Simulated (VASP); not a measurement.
Wanted: the native input for a VASP 6.6.1 run.

```
Task                   : single point
Functional             : LDA
Potentials or basis    : VASP PAW LDA potentials, release 64 (Sb)
Cutoff                 : 520 eV
k mesh                 : 8 × 8 × 8
Occupations            : fermi-dirac, width 0.05 eV
Spin                   : no spin polarisation
Dipole correction      : no
Further INCAR settings : ALGO = Normal; EDIFF = 1e-07; NBANDS = 12
```

The structure of Sb lies in POSCAR:

```
Sb
1.0
    2.1484796699      1.2404253158      3.6558536311
   -2.1484796699      1.2404253158      3.6558536311
    0.0000000000     -2.4808506316      3.6558536311
Sb
2
Direct
    0.7645011712      0.7645011712      0.7645011712
    0.2354988288      0.2354988288      0.2354988288
```

These files were run (other wordings do the same):

INCAR

```
ALGO = Normal
EDIFF = 1E-7
ENCUT = 520
GGA = CA
ISIF = 2
ISMEAR = -1
LASPH = T
LCHARG = F
LREAL = F
LWAVE = F
NBANDS = 12
NELM = 100
PREC = Accurate
SIGMA = 0.05
```

KPOINTS

```
k-points
0
Gamma
  8 8 8
```

Potentials or basis: VASP PAW LDA potentials, release 64 (Sb).

Command:

```bash
$ cat potpaw_LDA.64/Sb/POTCAR > POTCAR
$ mpirun -np 1 vasp_std > vasp.out
```

Results of the run:

```
Pressure               : 0.3 GPa
Largest force          : 0.059 eV/Å
Band gap on the k mesh : zero (bands 5 and 6 overlap by 0.24 eV)
```

Caveat: spin-orbit coupling is left out, which moves the levels of the heavy elements.

Run time: 53 s on 1 thread of Intel Xeon 8259CL, with other jobs on the host, peak memory 0.19 GiB.
